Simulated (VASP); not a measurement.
A run of VASP 6.6.1 is set up as follows.

INCAR

```
SYSTEM = LiH
PREC = Accurate
ENCUT = 520
EDIFF = 1E-6
ISMEAR = -1
SIGMA = 0.02
LREAL = .False.
LASPH = .True.
NELM = 100
ALGO = Normal
ISIF = 2
LWAVE = .False.
LCHARG = .False.
GGA = PE
NBANDS = 9
```

KPOINTS

```
Automatic mesh
0
Gamma
  10 10 10
  0 0 0
```

POSCAR

```
LiH
1.0
    2.6127323586      0.0000000000      0.0000000000
    0.0000000000      2.6127323586      0.0000000000
    0.0000000000      0.0000000000      2.5016587118
Li H
1 1
Direct
    0.0000000000      0.0000000000      0.0000000000
    0.5000000000      0.5000000000      0.5000000000
```

Potentials or basis: VASP PAW PBE potentials, release 64 (Li_sv, H).

Run with:

```bash
$ cat potpaw_PBE.64/Li_sv/POTCAR potpaw_PBE.64/H/POTCAR > POTCAR
$ mpirun -np 1 vasp_std > vasp.out
```

(1) What does it give for the band gap on the k mesh?

Results:

(1) 0.58 eV, indirect (least direct gap 3.99 eV).

Caveat: the cell differs from its parent crystal (biaxial xy strain +4.4%).
